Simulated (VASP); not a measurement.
# Nb (Fm-3m) in VASP: notebook

Nb is run at these levels: r2SCAN; tasks: single point.

Program: VASP 6.6.1. These are calculated values, not measurements. Logs are shortened: lines on timing, memory, paths and dates and some standing lists are left out, and cuts for length are marked.

## 1. The cell of the first run

It takes space group Fm-3m (No. 225, cubic). Conventional cell: a = 3.892 Å, b = 3.892 Å, c = 3.892 Å, α = 90.00°, β = 90.00°, γ = 90.00°. Nb (site symmetry m-3m) has 12 Nb at 2.75 Å within 3.6 Å.

This isn't the form of Nb at room conditions, which is bcc.

## 2. Single point, r2SCAN (strain -0.080 along x and y, -0.080 along z)

The input, POSCAR:

```
Nb
1.0
    0.0000000000      1.9458000000      1.9458000000
    1.9458000000      0.0000000000      1.9458000000
    1.9458000000      1.9458000000      0.0000000000
Nb
1
Direct
    0.0000000000      0.0000000000      0.0000000000
```

The input, INCAR.step1:

```
SYSTEM = Nb
  ALGO = Normal
  EDIFF = 1E-4
  ENCUT = 520
  GGA = PE
  ISMEAR = 0
  LASPH = .TRUE.
  LCHARG = .FALSE.
  LREAL = .FALSE.
  LWAVE = .TRUE.
  NBANDS = 12
  NELM = 100
  PREC = Accurate
  SIGMA = 0.15
```

The input, INCAR.step2:

```
SYSTEM = Nb
  ALGO = Normal
  EDIFF = 1E-6
  ENCUT = 520
  ISIF = 2
  ISMEAR = 0
  ISTART = 1
  LASPH = .TRUE.
  LCHARG = .FALSE.
  LMIXTAU = .TRUE.
  LREAL = .FALSE.
  LWAVE = .FALSE.
  METAGGA = R2SCAN
  NBANDS = 12
  NELM = 100
  PREC = Accurate
  SIGMA = 0.15
```

The input, KPOINTS:

```
k-points
0
G
  20 20 20
  0 0 0
```

Potentials or basis: VASP PAW PBE potentials, release 64 (Nb_sv).

Run with:

```bash
$ cat potpaw_PBE.64/Nb_sv/POTCAR > POTCAR
$ cp INCAR.step1 INCAR
$ mpirun -np 1 vasp_std > vasp.out
$ cp INCAR.step2 INCAR
$ mpirun -np 1 vasp_std > vasp.out
```

OUTCAR:

```text
SYSTEM = Nb
   EDIFF = 1E-6
   ENCUT = 520
   ISIF = 2
   ISMEAR = 0
   ISTART = 1
   LASPH = .TRUE.
   LREAL = .FALSE.
   METAGGA = R2SCAN
   NELM = 100
   PREC = Accurate

 ion  position               nearest neighbor table
   1  0.000  0.000  0.000-

  LATTYP: Found a face centered cubic cell.
 ALAT       =     3.8916000000

  Lattice vectors:

 A1 = (   0.0000000000,   1.9458000000,   1.9458000000)
 A2 = (   1.9458000000,   0.0000000000,   1.9458000000)
 A3 = (   1.9458000000,   1.9458000000,   0.0000000000)

Analysis of symmetry for initial positions (statically):
=====================================================================
 Subroutine PRICEL returns:
 Original cell was already a primitive cell.

 Routine SETGRP: Setting up the symmetry group for a
 face centered cubic supercell.

 Subroutine GETGRP returns: Found 48 space group operations
 (whereof 48 operations were pure point group operations)
 out of a pool of 48 trial point group operations.

The static configuration has the point symmetry O_h .

Analysis of symmetry for dynamics (positions and initial velocities):
=====================================================================
 Subroutine PRICEL returns:
 Original cell was already a primitive cell.

 Routine SETGRP: Setting up the symmetry group for a
 face centered cubic supercell.

 Subroutine GETGRP returns: Found 48 space group operations
 (whereof 48 operations were pure point group operations)
 out of a pool of 48 trial point group operations.

The dynamic configuration has the point symmetry O_h .

 Subroutine INISYM returns: Found 48 space group operations
 (whereof 48 operations are pure point group operations),
 and found     1 'primitive' translations

----------------------------------------------------------------------------------------

                                     Primitive cell

  volume of cell :      14.7341

  direct lattice vectors                    reciprocal lattice vectors
     0.000000000  1.945800000  1.945800000    -0.256963717  0.256963717  0.256963717
     1.945800000  0.000000000  1.945800000     0.256963717 -0.256963717  0.256963717
     1.945800000  1.945800000  0.000000000     0.256963717  0.256963717 -0.256963717

  length of vectors
     2.751776750  2.751776750  2.751776750     0.445074213  0.445074213  0.445074213

  position of ions in fractional coordinates (direct lattice)
[... 77 lines left out ...]
   EDIFF  = 0.1E-05   stopping-criterion for ELM
   LREAL  =      F    real-space projection
   EDIFFG = 0.1E-04   stopping-criterion for IOM
   NSW    =      0    number of steps for IOM
   IBRION =     -1    ionic relax: 0-MD 1-quasi-New 2-CG
   NFREE  =      0    steps in history (QN), initial steepest desc. (CG)
   ISIF   =      2    stress and relaxation
   ISYM   =      2    0-nonsym 1-usesym 2-fastsym
   POTIM  = 0.5000    time-step for ionic-motion
   TEBEG  =    0.0;   TEEND  =   0.0 temperature during run
   PSTRESS=    0.0 pullay stress
   NELECT =      13.0000    total number of electrons
   NUPDOWN=      -1.0000    fix difference up-down
   EMIN   =  10.00;   EMAX   =-10.00  energy-range for DOS
   EFERMI =   0.00;   METHOD = LEGACY
   ISMEAR =     0;   SIGMA  =   0.15  broadening in eV -4-tet -1-fermi 0-gaus
   EFERMI_NEDOS =   21; number of points for ismear=-14 and -15
   IALGO  =     38    algorithm
   IMIX   =      4    mixing-type and parameters
     AMIX     =   0.40;   BMIX     =  1.00
     AMIX_MAG =   1.60;   BMIX_MAG =  1.00
  volume/ion in A,a.u.               =      14.73        99.43
  Fermi-wavevector in a.u.,A,eV,Ry     =   1.570174  2.967198 33.544430  2.465446
  Thomas-Fermi vector in A             =   2.671947
   LORBIT       =      0    0 simple, 1 ext, 2 COOP (PROOUT), +10 PAW based schemes
   METAGGA = R2SCAN    functional components
   LHFCALC =     F    Hartree Fock is set to
   AEXX    =    0.0000 exact exchange contribution
   IVDW    =     0    specifies the selected vdW correction
   LEPSILON=     F    determine dielectric tensor
   LRPA    =     F    only Hartree local field effects (RPA)
 non-spin polarized calculation
 Gauss-broadening in eV      SIGMA  =   0.15
  energy-cutoff  :      520.00
  volume of cell :       14.73
 maximum number of plane-waves:       415
   NGX = 11   NGY = 11   NGZ = 11

 number of electron      13.0000001 magnetization

 Free energy of the ion-electron system (eV)
  ---------------------------------------------------
  ext. energy  EPLUGINS =         0.00000000
  ---------------------------------------------------
  free energy    TOTEN  =       -23.90077978 eV

  energy without entropy =      -23.88661156  energy(sigma->0) =      -23.89369567

 E-fermi :  14.7364     XC(G=0): -14.8266

 val. band max:       14.7305705461   @ k =  -0.4500   0.2500   0.0500
 cond. band min:      14.7411254758   @ k =  -0.3000   0.0500   0.0000
 fundamental gap:      0.0105549297
 Fermi energy:        14.7363985028

 k-point     1 :       0.0000    0.0000    0.0000
  band No.  band energies     occupation
      1     -41.8422      2.00000
      2     -15.7594      2.00000
      3     -15.7594      2.00000
      4     -15.7593      2.00000
      5       7.7736      2.00000
      6      14.5749      1.87222
      7      14.5749      1.87222
      8      14.5749      1.87220
      9      18.4014      0.00000
     10      18.4014      0.00000
     11      27.0618      0.00000
     12      33.5010      0.00000
[... 331 lines left out ...]
 k-point    24 :      -0.3500    0.0500    0.0000
  band No.  band energies     occupation
      1     -41.3834      2.00000
      2     -17.9753      2.00000
      3     -16.1053      2.00000
      4     -16.0128      2.00000
      5       9.9670      2.00000
      6      14.4863      1.98163
      7      14.6637      1.50680
      8      15.4899      0.00000
      9      19.5091      0.00000
     10      20.6407      0.00000
     11      27.1516      0.00000
     12      32.4588      0.00000

 [... further k-points ...]
[... 5 lines left out ...]
  --------------------------------------------------------------------------------------
  -------------------------------------------------------------------------------------
  Total        5.4746569      5.4746569      5.4746569      0.0000000      0.0000000      0.0000000
  in kB      595.3096156    595.3096156    595.3096156      0.0000000      0.0000000      0.0000000
  external PRESSURE =     595.3096156 kB  Pullay stress =       0.0000000 kB

 VOLUME and BASIS-vectors are now :
 -----------------------------------------------------------------------------
  energy-cutoff  :      520.00
  volume of cell :       14.73
      direct lattice vectors                 reciprocal lattice vectors
     0.000000000  1.945800000  1.945800000    -0.256963717  0.256963717  0.256963717
     1.945800000  0.000000000  1.945800000     0.256963717 -0.256963717  0.256963717
     1.945800000  1.945800000  0.000000000     0.256963717  0.256963717 -0.256963717

 POSITION                                       TOTAL-FORCE (eV/Angst)
 -----------------------------------------------------------------------------------
      0.00000      0.00000      0.00000        -0.000000      0.000000     -0.000000
 -----------------------------------------------------------------------------------
    total drift:                               -0.000000     -0.000000     -0.000000

  FREE ENERGIE OF THE ION-ELECTRON SYSTEM (eV)
  ---------------------------------------------------
  free  energy   TOTEN  =       -23.9007797781 eV

  energy  without entropy=      -23.8866115650  energy(sigma->0) =      -23.89369567
```

OUTCAR.step1:

```text
SYSTEM = Nb
   EDIFF = 1E-4
   ENCUT = 520
   GGA = PE
   ISMEAR = 0
   LASPH = .TRUE.
[... 577 lines left out ...]
 -----------------------------------------------------------------------------------
      0.00000      0.00000      0.00000        -0.000000     -0.000000     -0.000000
 -----------------------------------------------------------------------------------
    total drift:                               -0.000000     -0.000000     -0.000000

  FREE ENERGIE OF THE ION-ELECTRON SYSTEM (eV)
  ---------------------------------------------------
  free  energy   TOTEN  =        -9.2741579628 eV

  energy  without entropy=       -9.2596828152  energy(sigma->0) =       -9.26692039
```

OSZICAR.step1:

```text
N       E                     dE             d eps       ncg     rms          rms(c)
DAV:   1     0.122792800498E+03    0.12279E+03   -0.74350E+03  6192   0.111E+03
DAV:   2    -0.484245078938E+01   -0.12764E+03   -0.12270E+03  6444   0.403E+02
DAV:   3    -0.923677181683E+01   -0.43943E+01   -0.41571E+01  8788   0.670E+01
DAV:   4    -0.949480114823E+01   -0.25803E+00   -0.25524E+00  8272   0.144E+01
DAV:   5    -0.950779070224E+01   -0.12990E-01   -0.12984E-01  9216   0.266E+00    0.955E+00
DAV:   6    -0.928016811201E+01    0.22762E+00   -0.40670E-01  9780   0.855E+00    0.380E+00
DAV:   7    -0.926519611277E+01    0.14972E-01   -0.15821E-01  9964   0.537E+00    0.996E-01
DAV:   8    -0.927406017817E+01   -0.88641E-02   -0.17108E-02  7008   0.181E+00    0.714E-02
DAV:   9    -0.927413607593E+01   -0.75898E-04   -0.13234E-03  8480   0.271E-01    0.712E-02
DAV:  10    -0.927415796283E+01   -0.21887E-04   -0.51324E-05  5220   0.982E-02
   1 F= -.92741580E+01 E0= -.92669204E+01  d E =-.144751E-01
```

Wall time 1.8 min (1 thread of AMD EPYC 9R45 (Zen 5), shared host); peak memory 0.13 GiB.

Results:

- Free energy: -23.9008 eV
- Pressure: 59.5 GPa
- Band gap on the k mesh: zero (an odd number of electrons rules out a gap without spin polarisation)

Caveat: the cell differs from its parent crystal (strain -0.080 along x and y, -0.080 along z); the cell stands under pressure; the PAW data sets were made with another functional, which shifts forces and pressure a little.

## 3. Single point, r2SCAN (strain -0.040 along x and y, -0.040 along z)

The input, POSCAR:

```
Nb
1.0
    0.0000000000      2.0304000000      2.0304000000
    2.0304000000      0.0000000000      2.0304000000
    2.0304000000      2.0304000000      0.0000000000
Nb
1
Direct
    0.0000000000      0.0000000000      0.0000000000
```

The input, INCAR.step1:

```
ALGO = Normal
EDIFF = 1E-4
ENCUT = 520
GGA = PE
ISMEAR = 0
LASPH = True
LCHARG = False
LREAL = False
LWAVE = True
NBANDS = 12
NELM = 80
PREC = Accurate
SIGMA = 0.15
```

The input, INCAR.step2:

```
ALGO = Normal
EDIFF = 1E-7
ENCUT = 520
ISIF = 2
ISMEAR = 0
ISTART = 1
LASPH = True
LCHARG = False
LMIXTAU = True
LREAL = False
LWAVE = False
METAGGA = R2SCAN
NBANDS = 12
NELM = 80
PREC = Accurate
SIGMA = 0.15
```

The input, KPOINTS:

```
k-points
0
Gamma
  20 20 20
```

Potentials or basis: VASP PAW PBE potentials, release 64 (Nb_sv).

Run with:

```bash
$ cat potpaw_PBE.64/Nb_sv/POTCAR > POTCAR
$ cp INCAR.step1 INCAR
$ mpirun -np 1 vasp_std > vasp.out
$ cp INCAR.step2 INCAR
$ mpirun -np 1 vasp_std > vasp.out
```

Run time: 3.1 min. Hardware: 1 thread of AMD EPYC 9R45 (Zen 5), shared host; peak memory 0.15 GiB.

The run converged. Its results:

```yaml
Free_energy: -24.3955 eV
Pressure: 22.2 GPa
Band_gap_on_the_k_mesh: zero (an odd number of electrons rules out a gap without spin polarisation)
```

Levels at points of the mesh, in eV from the Fermi level:
| k point | band 2 | band 3 | band 4 | band 5 | band 6 | band 7 | band 8 | band 9 | band 10 | band 11 |
| --- | --- | --- | --- | --- | --- | --- | --- | --- | --- | --- |
| (0.00, 0.00, 0.00) | -30.90 | -30.90 | -30.90 | -6.84 | 0.03 | 0.03 | 0.03 | 3.30 | 3.30 | 12.31 |
| (0.50, 0.00, 0.00) | -32.71 | -31.13 | -31.13 | -4.53 | -0.17 | -0.17 | 1.77 | 5.61 | 5.61 | 12.16 |
| (0.50, 0.50, 0.00) | -32.58 | -31.53 | -31.53 | -4.96 | -4.17 | 4.45 | 5.66 | 6.25 | 6.25 | 12.86 |

Caveat: the cell differs from its parent crystal (strain -0.040 along x and y, -0.040 along z); the cell stands under pressure; the PAW data sets were made with another functional, which shifts forces and pressure a little.
